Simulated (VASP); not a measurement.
# Ge5H2 in VASP: a series of runs

The runs below take Ge5H2 through single point, with LDA.

Program: VASP 6.6.1. These are calculated values, not measurements. Logs are shortened: lines on timing, memory, paths and dates and some standing lists are left out, and cuts for length are marked.

## Step 1: The cell of the first run

The cell holds a slab with vacuum, 28 atoms: a = 7.950 Å, b = 7.950 Å, c = 19.378 Å, α = 90.00°, β = 90.00°, γ = 90.00°.

## Step 2: Single point, LDA

INCAR

```
PREC = Accurate
ENCUT = 520
EDIFF = 1E-6
ISMEAR = 0
SIGMA = 0.05
LREAL = Auto
LASPH = True
NELM = 80
ALGO = Fast
ISIF = 2
LWAVE = False
LCHARG = True
LDIPOL = True
IDIPOL = 3
DIPOL = 0.5 0.5 0.342
GGA = CA
LELF = True
LVHAR = True
LVACPOTAV = True
NBANDS = 164
```

KPOINTS

```
regular mesh
0
Gamma
  3 3 1
```

POSCAR

```
Ge5H2
1.0
    7.9504584305      0.0000000000      0.0000000000
    0.0000000000      7.9504584305      0.0000000000
    0.0000000000      0.0000000000     19.3782629924
Ge H
20 8
Direct
    0.5000000000      0.5000000000      0.2531929680
    0.5000000000      0.0000000000      0.2531929680
    0.0000000000      0.5000000000      0.2531929680
    0.0000000000      0.0000000000      0.2531929680
    0.7500000000      0.5000000000      0.3257204060
    0.7500000000      0.0000000000      0.3257204060
    0.2500000000      0.5000000000      0.3257204060
    0.2500000000      0.0000000000      0.3257204060
    0.7467247426      0.7487628484      0.4004307896
    0.7467247426      0.2512371516      0.4004307896
    0.2519562037      0.7497875133      0.3964957856
    0.2519562037      0.2502124867      0.3964957856
    0.0020723143      0.7360786412      0.4716562565
    0.0020723143      0.2639213588      0.4716562565
    0.4965746172      0.7234734087      0.4743173970
    0.4965746172      0.2765265913      0.4743173970
    0.0985432837      0.0000000000      0.5179750986
    0.1048303996      0.5000000000      0.5407841604
    0.4003821185      0.0000000000      0.5056571500
    0.4312294663      0.5000000000      0.5608481095
    0.5090621173      0.6542935074      0.2055986752
    0.5090621173      0.3457064926      0.2055986752
    0.5090621173      0.1542935074      0.2055986752
    0.5090621173     -0.1542935074      0.2055986752
   -0.0090621173      0.3457064926      0.2055986752
   -0.0090621173      0.6542935074      0.2055986752
   -0.0090621173     -0.1542935074      0.2055986752
   -0.0090621173      0.1542935074      0.2055986752
```

Potentials or basis: VASP PAW LDA potentials, release 64 (Ge_d, H).

Started as:

```console
$ cat potpaw_LDA.64/Ge_d/POTCAR potpaw_LDA.64/H/POTCAR > POTCAR
$ mpirun -np 1 vasp_std > vasp.out
```

OUTCAR:

```text
PREC = Accurate
   ENCUT = 520
   EDIFF = 1E-6
   ISMEAR = 0
   LREAL = Auto
   LASPH = True
   NELM = 80
   ISIF = 2
   GGA = CA

 ion  position               nearest neighbor table
   1  0.500  0.500  0.253-  21 1.54  22 1.54   5 2.43   7 2.43
   2  0.500  0.000  0.253-  23 1.54  24 1.54   6 2.43   8 2.43
   3  0.000  0.500  0.253-  25 1.54  26 1.54   5 2.43   7 2.43
   4  0.000  0.000  0.253-  27 1.54  28 1.54   6 2.43   8 2.43
   5  0.750  0.500  0.326-   1 2.43   3 2.43   9 2.45  10 2.45
   6  0.750  0.000  0.326-   2 2.43   4 2.43   9 2.47  10 2.47
[... 8 lines left out ...]
  15  0.497  0.723  0.474-  19 2.41   9 2.46  11 2.47  20 2.50
  16  0.497  0.277  0.474-  19 2.41  10 2.46  12 2.47  20 2.50
  17  0.099  0.000  0.518-  13 2.41  14 2.41  19 2.41
  18  0.105  0.500  0.541-  13 2.45  14 2.45  20 2.62
  19  0.400  0.000  0.506-  15 2.41  16 2.41  17 2.41
  20  0.431  0.500  0.561-  15 2.50  16 2.50  18 2.62
  21  0.509  0.654  0.206-   1 1.54
  22  0.509  0.346  0.206-   1 1.54
  23  0.509  0.154  0.206-   2 1.54
  24  0.509  0.846  0.206-   2 1.54
  25  0.991  0.346  0.206-   3 1.54
  26  0.991  0.654  0.206-   3 1.54
  27  0.991  0.846  0.206-   4 1.54
  28  0.991  0.154  0.206-   4 1.54

  LATTYP: Found a simple tetragonal cell.
 ALAT       =     7.9504584305
 C/A-ratio  =     2.4373768081

  Lattice vectors:

 A1 = (   7.9504584305,   0.0000000000,   0.0000000000)
 A2 = (   0.0000000000,   7.9504584305,   0.0000000000)
 A3 = (   0.0000000000,   0.0000000000,  19.3782629924)

Analysis of symmetry for initial positions (statically):
=====================================================================
 Subroutine PRICEL returns:
 Original cell was already a primitive cell.

 Routine SETGRP: Setting up the symmetry group for a
 simple tetragonal supercell.

 Subroutine GETGRP returns: Found  2 space group operations
 (whereof  2 operations were pure point group operations)
 out of a pool of 16 trial point group operations.

The static configuration has the point symmetry C_1h.

Analysis of symmetry for dynamics (positions and initial velocities):
=====================================================================
 Subroutine PRICEL returns:
 Original cell was already a primitive cell.

 Routine SETGRP: Setting up the symmetry group for a
 simple tetragonal supercell.

 Subroutine GETGRP returns: Found  2 space group operations
 (whereof  2 operations were pure point group operations)
 out of a pool of 16 trial point group operations.

The dynamic configuration has the point symmetry C_1h.

 Subroutine INISYM returns: Found  2 space group operations
 (whereof  2 operations are pure point group operations),
 and found     1 'primitive' translations

----------------------------------------------------------------------------------------

                                     Primitive cell

  volume of cell :    1224.8959

  direct lattice vectors                    reciprocal lattice vectors
     7.950458431  0.000000000  0.000000000     0.125778911  0.000000000  0.000000000
     0.000000000  7.950458431  0.000000000     0.000000000  0.125778911  0.000000000
     0.000000000  0.000000000 19.378262992     0.000000000  0.000000000  0.051604212

  length of vectors
     7.950458431  7.950458431 19.378262992     0.125778911  0.125778911  0.051604212

  position of ions in fractional coordinates (direct lattice)
     0.500000000  0.500000000  0.253192968
     0.500000000  0.000000000  0.253192968
     0.000000000  0.500000000  0.253192968
     0.000000000  0.000000000  0.253192968
     0.750000000  0.500000000  0.325720406
     0.750000000  0.000000000  0.325720406
[... 20 lines left out ...]
     0.990937883  0.845706493  0.205598675
     0.990937883  0.154293507  0.205598675

  ion indices of the primitive-cell ions
   primitive index   ion index
                 1           1
                 2           2
                 3           3
                 4           4
                 5           5
                 6           6
[... 20 lines left out ...]
                27          27
                28          28

----------------------------------------------------------------------------------------

 KPOINTS: regular mesh

Automatic generation of k-mesh.
 Grid dimensions read from file:
 generate k-points for:    3    3    1

 Generating k-lattice:

  Cartesian coordinates                     Fractional coordinates (reciprocal lattice)
     0.041926304  0.000000000  0.000000000     0.333333333  0.000000000  0.000000000
     0.000000000  0.041926304  0.000000000     0.000000000  0.333333333  0.000000000
     0.000000000  0.000000000  0.051604212     0.000000000  0.000000000  1.000000000

  Length of vectors
     0.041926304  0.041926304  0.051604212

  Shift w.r.t. Gamma in fractional coordinates (k-lattice)
     0.000000000  0.000000000  0.000000000

 Subroutine IBZKPT returns following result:
 ===========================================

 Found      4 irreducible k-points:

 Following reciprocal coordinates:
            Coordinates               Weight
  0.000000  0.000000  0.000000      1.000000
  0.333333  0.000000  0.000000      2.000000
  0.000000  0.333333  0.000000      2.000000
  0.333333  0.333333  0.000000      4.000000
   k-points           NKPTS =      4   k-points in BZ     NKDIM =      4   number of bands    NBANDS=    164
   number of dos      NEDOS =    301   number of ions     NIONS =     28
   total plane-waves  NPLWV = 518400
   dimension x,y,z NGX =    60 NGY =   60 NGZ =  144
   dimension x,y,z NGXF=   120 NGYF=  120 NGZF=  288
   ions per type =              20   8
   NGX,Y,Z   is equivalent  to a cutoff of  12.55, 12.55, 12.35 a.u.
   NGXF,Y,Z  is equivalent  to a cutoff of  25.09, 25.09, 24.71 a.u.
 SYSTEM =  unknown system
   PREC   = accura    normal or accurate (medium, high low for compatibility)
   ISTART =      0    job   : 0-new  1-cont  2-samecut
   ICHARG =      2    charge: 1-file 2-atom 10-const
   ISPIN  =      1    spin polarized calculation?
   LNONCOLLINEAR =      F non collinear calculations
   LSORBIT =      F    spin-orbit coupling
   LASPH  =      T    aspherical Exc in radial PAW
   ENCUT  =  520.0 eV  38.22 Ry    6.18 a.u.  14.78 14.78 36.03*2*pi/ulx,y,z
   NELM   =     80;   NELMIN=  2; NELMDL= -5     # of ELM steps
   EDIFF  = 0.1E-05   stopping-criterion for ELM
   LREAL  =      T    real-space projection
   EDIFFG = 0.1E-04   stopping-criterion for IOM
   NSW    =      0    number of steps for IOM
   IBRION =     -1    ionic relax: 0-MD 1-quasi-New 2-CG
   NFREE  =      0    steps in history (QN), initial steepest desc. (CG)
   ISIF   =      2    stress and relaxation
   ISYM   =      2    0-nonsym 1-usesym 2-fastsym
   POTIM  = 0.5000    time-step for ionic-motion
   TEBEG  =    0.0;   TEEND  =   0.0 temperature during run
   PSTRESS=    0.0 pullay stress
   NELECT =     288.0000    total number of electrons
   NUPDOWN=      -1.0000    fix difference up-down
   EMIN   =  10.00;   EMAX   =-10.00  energy-range for DOS
   EFERMI =   0.00;   METHOD = LEGACY
   ISMEAR =     0;   SIGMA  =   0.05  broadening in eV -4-tet -1-fermi 0-gaus
   EFERMI_NEDOS =   21; number of points for ismear=-14 and -15
   IALGO  =     68    algorithm
   IMIX   =      4    mixing-type and parameters
     AMIX     =   0.40;   BMIX     =  1.00
     AMIX_MAG =   1.60;   BMIX_MAG =  1.00
  volume/ion in A,a.u.               =      43.75       295.21
  Fermi-wavevector in a.u.,A,eV,Ry     =   1.010429  1.909435 13.891104  1.020967
  Thomas-Fermi vector in A             =   2.143418
   LORBIT       =      0    0 simple, 1 ext, 2 COOP (PROOUT), +10 PAW based schemes
   GGA     = CA    functional components
   LHFCALC =     F    Hartree Fock is set to
   AEXX    =    0.0000 exact exchange contribution
   IVDW    =     0    specifies the selected vdW correction
   LEPSILON=     F    determine dielectric tensor
   LRPA    =     F    only Hartree local field effects (RPA)
 non-spin polarized calculation
 RMM-DIIS sequential band-by-band and
 Gauss-broadening in eV      SIGMA  =   0.05
  energy-cutoff  :      520.00
  volume of cell :     1224.90
 maximum number of plane-waves:     33008
 NGX is ok and might be reduce to    60
   NGX = 29   NGY = 29   NGZ = 73

 dipolmoment           0.000000      0.000000     -0.009954 electrons x Angstroem

 number of electron     287.9999939 magnetization

 dipolmoment           0.000000      0.000000      0.047835 electrons x Angstroem

 Free energy of the ion-electron system (eV)
  ---------------------------------------------------
  ext. energy  EPLUGINS =         0.00000000
  ---------------------------------------------------
  free energy    TOTEN  =      -124.11477902 eV

  energy without entropy =     -124.09582465  energy(sigma->0) =     -124.10530183

 E-fermi :  -1.3059     XC(G=0):  -4.7746

 val. band max:       -1.3059310806   @ k =   0.3333   0.0000   0.0000
 cond. band min:      -0.8458586941   @ k =   0.0000   0.3333   0.0000
 fundamental gap:      0.4600723865
 Fermi energy:        -1.3059072005

 k-point     1 :       0.0000    0.0000    0.0000
  band No.  band energies     occupation
      1     -25.9618      2.00000
      2     -25.9259      2.00000
      3     -25.9246      2.00000
      4     -25.9077      2.00000
      5     -25.8999      2.00000
      6     -25.8983      2.00000
[... 148 lines left out ...]
    155       0.9487      0.00000
    156       1.2184      0.00000

 k-point     2 :       0.3333    0.0000    0.0000
  band No.  band energies     occupation
      1     -25.9617      2.00000
      2     -25.9257      2.00000
      3     -25.9249      2.00000
      4     -25.9095      2.00000
      5     -25.9014      2.00000
      6     -25.8999      2.00000
[... 148 lines left out ...]
    155       1.4196      0.00000
    156       1.5787      0.00000

 k-point     3 :       0.0000    0.3333    0.0000
  band No.  band energies     occupation
      1     -25.9616      2.00000
      2     -25.9262      2.00000
      3     -25.9251      2.00000
      4     -25.9096      2.00000
      5     -25.9052      2.00000
      6     -25.8968      2.00000
[... 148 lines left out ...]
    155       1.5320      0.00000
    156       1.6338      0.00000

 k-point     4 :       0.3333    0.3333    0.0000
  band No.  band energies     occupation
      1     -25.9615      2.00000
      2     -25.9261      2.00000
      3     -25.9253      2.00000
      4     -25.9111      2.00000
      5     -25.9057      2.00000
      6     -25.8996      2.00000
[... 148 lines left out ...]
    155       1.8366      0.00000
    156       1.9067      0.00000
 [bands above 156 left out]

------------------------ aborting loop because EDIFF is reached ----------------------------------------

  FORCE on cell =-STRESS in cart. coord.  units (eV):
  Direction    XX          YY          ZZ          XY          YZ          ZX
  --------------------------------------------------------------------------------------
  -------------------------------------------------------------------------------------
  Total       -4.5619257      9.5780715     -2.3324948      0.0000000      0.0000000      0.0182210
  in kB       -5.9670490     12.5282228     -3.0509289      0.0000000      0.0000000      0.0238333
  external PRESSURE =       1.1700816 kB  Pullay stress =       0.0000000 kB

 VOLUME and BASIS-vectors are now :
 -----------------------------------------------------------------------------
  energy-cutoff  :      520.00
  volume of cell :     1224.90
      direct lattice vectors                 reciprocal lattice vectors
     7.950458431  0.000000000  0.000000000     0.125778911  0.000000000  0.000000000
     0.000000000  7.950458431  0.000000000     0.000000000  0.125778911  0.000000000
     0.000000000  0.000000000 19.378262992     0.000000000  0.000000000  0.051604212

 POSITION                                       TOTAL-FORCE (eV/Angst)
 -----------------------------------------------------------------------------------
      3.97523      3.97523      4.90644         0.021876      0.000000      0.271759
      3.97523      0.00000      4.90644         0.034847      0.000000      0.252719
      0.00000      3.97523      4.90644        -0.041405      0.000000      0.264910
      0.00000      0.00000      4.90644        -0.025780      0.000000      0.263924
      5.96284      3.97523      6.31190         0.036194      0.000000      0.075749
      5.96284      0.00000      6.31190        -0.020505      0.000000      0.259344
[... 20 lines left out ...]
      7.87841      6.72375      3.98415         0.017970     -0.009568      0.017788
      7.87841      1.22670      3.98415         0.017970      0.009568      0.017788
 -----------------------------------------------------------------------------------
    total drift:                                0.002096      0.000000     -0.012968

  FREE ENERGIE OF THE ION-ELECTRON SYSTEM (eV)
  ---------------------------------------------------
  free  energy   TOTEN  =      -124.1147790196 eV

  energy  without entropy=     -124.0958246461  energy(sigma->0) =     -124.10530183

 vacuum level on the upper side and lower side of the slab         3.531         3.395
```

It took 41 min on 1 thread of Oxide Virtual Turin-like, shared host; peak memory 0.98 GiB.

Results:

- Free energy: -124.1148 eV
- Largest force: 0.686 eV/Å
- Band gap on the k mesh: zero (bands 144 and 145 overlap by 0.12 eV)

Forces on the atoms (eV/Å):
```
Ge   0.022  0.000  0.272
Ge   0.035  0.000  0.253
Ge  -0.041  0.000  0.265
Ge  -0.026  0.000  0.264
Ge   0.036  0.000  0.076
Ge  -0.021  0.000  0.259
Ge   0.007  0.000 -0.686
Ge  -0.015  0.000 -0.547
Ge   0.001  0.011  0.005
Ge   0.001 -0.011  0.005
Ge   0.008  0.010  0.011
Ge   0.008 -0.010  0.011
Ge  -0.010  0.000 -0.006
Ge  -0.010  0.000 -0.006
Ge   0.004 -0.020 -0.013
Ge   0.004  0.020 -0.013
Ge   0.009  0.000 -0.033
Ge  -0.012  0.000 -0.137
Ge  -0.010  0.000  0.030
Ge   0.011  0.000  0.007
H   -0.028  0.005 -0.012
H   -0.028 -0.005 -0.012
H   -0.023  0.008  0.001
H   -0.023 -0.008  0.001
H    0.030  0.001 -0.015
H    0.030 -0.001 -0.015
H    0.018 -0.010  0.018
H    0.018  0.010  0.018
```

## Step 3: Single point, LDA

INCAR

```
ALGO = Fast
DIPOL = 0.5 0.5 0.341
EDIFF = 1E-7
ENCUT = 520
IDIPOL = 3
ISIF = 2
ISMEAR = 0
LASPH = T
LCHARG = F
LDIPOL = T
LREAL = Auto
LWAVE = F
NBANDS = 164
NELM = 80
PREC = Accurate
SIGMA = 0.05
```

KPOINTS

```
k-points
0
Gamma
  3 3 1
```

POSCAR

```
Ge5H2
1.0
    7.9504584305      0.0000000000      0.0000000000
    0.0000000000      7.9504584305      0.0000000000
    0.0000000000      0.0000000000     19.3782629924
Ge H
20 8
Direct
    0.5000000000      0.5000000000      0.2531929680
    0.5000000000      0.0000000000      0.2531929680
    0.0000000000      0.5000000000      0.2531929680
    0.0000000000      0.0000000000      0.2531929680
    0.7500000000      0.5000000000      0.3257204060
    0.7500000000      0.0000000000      0.3257204060
    0.2500000000      0.5000000000      0.3257204060
    0.2500000000      0.0000000000      0.3257204060
    0.7444075123      0.7486670799      0.3998381198
    0.7444075123      0.2513329201      0.3998381198
    0.2528928934      0.7491189057      0.3954312519
    0.2528928934      0.2508810943      0.3954312519
    0.0012779442      0.7407251739      0.4691194978
    0.0012779442      0.2592748261      0.4691194978
    0.4953096340      0.7237820392      0.4740027228
    0.4953096340      0.2762179608      0.4740027228
    0.0991351706      0.0000000000      0.5179750986
    0.1138967748      0.5000000000      0.5296376506
    0.3990026032      0.0000000000      0.5044091042
    0.4292231515      0.5000000000      0.5603029195
    0.5090621173      0.6542935074      0.2055986752
    0.5090621173      0.3457064926      0.2055986752
    0.5090621173      0.1542935074      0.2055986752
    0.5090621173     -0.1542935074      0.2055986752
   -0.0090621173      0.3457064926      0.2055986752
   -0.0090621173      0.6542935074      0.2055986752
   -0.0090621173     -0.1542935074      0.2055986752
   -0.0090621173      0.1542935074      0.2055986752
```

Potentials or basis: VASP PAW LDA potentials, release 64 (Ge_d, H).

Started as:

```console
$ cat potpaw_LDA.64/Ge_d/POTCAR potpaw_LDA.64/H/POTCAR > POTCAR
$ mpirun -np 1 vasp_std > vasp.out
```

It took 45 min on 1 thread of Oxide Virtual Turin-like, shared host; peak memory 0.98 GiB.

It converged, with:

```
Free energy            : -124.1287 eV
Largest force          : 0.859 eV/Å
Band gap on the k mesh : zero (bands 144 and 145 overlap by 0.12 eV)
```

Forces on the atoms (eV/Å):
```
Ge  -0.016  0.000  0.244
Ge   0.013  0.000  0.222
Ge  -0.013  0.000  0.259
Ge  -0.002  0.000  0.252
Ge   0.007  0.000 -0.019
Ge  -0.067  0.000  0.192
Ge   0.056  0.000 -0.857
Ge   0.022  0.000 -0.591
Ge   0.000 -0.003  0.004
Ge   0.000  0.003  0.004
Ge   0.000  0.001 -0.001
Ge   0.000 -0.001 -0.001
Ge  -0.009  0.003  0.008
Ge  -0.009 -0.003  0.008
Ge   0.005 -0.005  0.003
Ge   0.005  0.005  0.003
Ge  -0.010  0.000  0.236
Ge   0.009  0.000  0.004
Ge   0.010  0.000  0.013
Ge  -0.001  0.000  0.021
H   -0.013 -0.004 -0.015
H   -0.013  0.004 -0.015
H   -0.018  0.004  0.003
H   -0.018 -0.004  0.003
H    0.019  0.007 -0.014
H    0.019 -0.007 -0.014
H    0.012 -0.009  0.024
H    0.012  0.009  0.024
```

Levels at points of the mesh, in eV from the Fermi level:
```
           k point  band 141  band 142  band 143  band 144  band 145  band 146  band 147  band 148
(0.00, 0.00, 0.00)     -0.82     -0.73     -0.45     -0.39     -0.11      0.58      0.72      1.09
```

(Continued in part 2 of 2.)
